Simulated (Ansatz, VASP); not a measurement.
**One calculation of GaSb, two programs**

```
Sb Ga
1.0
    -1.57638    2.71020    2.93139
     1.57638   -2.71020    2.93139
     1.57638    2.71020   -2.93139
Sb Ga
1 1
Direct
  0.50000 0.50000 0.00000
  0.00000 0.00000 0.00000
```

Change from the starting cell: volume scaled by 1.04.

Alike in both runs: task single point; functional PBE; k mesh 10 × 10 × 10; occupations fermi-dirac, width 0.05 eV; no spin polarisation.

|  | VASP | Ansatz |
| --- | --- | --- |
| version | VASP 6.6.1 | Ansatz 0.2.0 |
| potentials or method | VASP PAW PBE potentials, release 64 (Sb, Ga_d), cutoff 520 eV | all-electron LAPW, scalar-relativistic |

VASP gave:

- gap on the k mesh at the Fermi level (eV): none
- pressure (GPa): -2.0
- traceless stress, the component that is largest in VASP (GPa): 0.83

Question: Which values does Ansatz return?

Answer: gap on the k mesh at the Fermi level (eV): none; pressure (GPa): -1.9; traceless stress, the component that is largest in VASP (GPa): 0.86.

A gap of «none» marks a metal or a gap that the smearing closes. Ansatz ran all-electron here, and VASP with PAW potentials.

Neither program's run includes spin-orbit coupling.
